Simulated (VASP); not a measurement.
Y3AlN4: single point with PBE

The system is Y3AlN4.

```
Y Al N
1.0
    -2.40899    2.40899    4.65022
     2.40899   -2.40899    4.65022
     2.40899    2.40899   -4.65022
Y Al N
3 1 4
Direct
  0.75000 0.25000 0.50000
  0.25000 0.75000 0.50000
  0.50000 0.50000 0.00000
  0.00000 0.00000 0.00000
  0.50000 0.00000 0.50000
  0.00000 0.50000 0.50000
  0.22893 0.22893 0.00000
  0.77107 0.77107 0.00000
```

| Item | Value |
| --- | --- |
| Program | VASP 6.6.1 |
| Task | single point |
| Functional | PBE |
| Potentials or basis | VASP PAW PBE potentials, release 64 (Y_sv, Al, N) |
| Cutoff | 520 eV |
| k mesh | 6 × 6 × 6 |
| Occupations | gaussian, width 0.1 eV |
| Spin | no spin polarisation |

```yaml
Pressure: -0.1 GPa
Largest_force: 0.005 eV/Å
Band_gap_on_the_k_mesh: 0.47 eV
```

Forces on the atoms (eV/Å):
```
Y    0.000  0.000  0.000
Y    0.000  0.000  0.000
Y    0.000  0.000  0.000
Al   0.000  0.000  0.000
N    0.000  0.000  0.000
N    0.000  0.000  0.000
N    0.000  0.000 -0.005
N    0.000  0.000  0.005
```

Stress tensor (GPa, compression positive):
```
-0.17  0.00  0.00
 0.00 -0.17  0.00
 0.00  0.00 -0.02
```

Levels at points of the mesh, in eV from the valence-band top:
```
           k point  band 24  band 25  band 26  band 27  band 28  band 29  band 30  band 31  band 32  band 33
(0.00, 0.00, 0.00)    -0.58    -0.58    -0.13    -0.13     0.00     0.47     1.93     2.92     2.92     4.17
(0.50, 0.00, 0.00)    -1.52    -1.41    -1.10    -1.05    -0.88     2.12     3.92     4.00     4.16     4.24
(0.50, 0.50, 0.00)    -2.43    -2.39    -1.70    -0.97    -0.95     4.25     4.33     4.47     4.59     4.97
(0.50, 0.50, 0.50)    -0.70    -0.70    -0.56    -0.56    -0.11     0.62     0.62     1.24     2.44     2.61
```

Run time: 3 min on 1 thread of Intel(R) Xeon(R) Platinum 8488C (Sapphire Rapids) (shared host), peak memory 0.4 GiB.

Caveat: semilocal functionals underestimate gaps, and a narrow one can read as zero. A k mesh can miss the band edges.
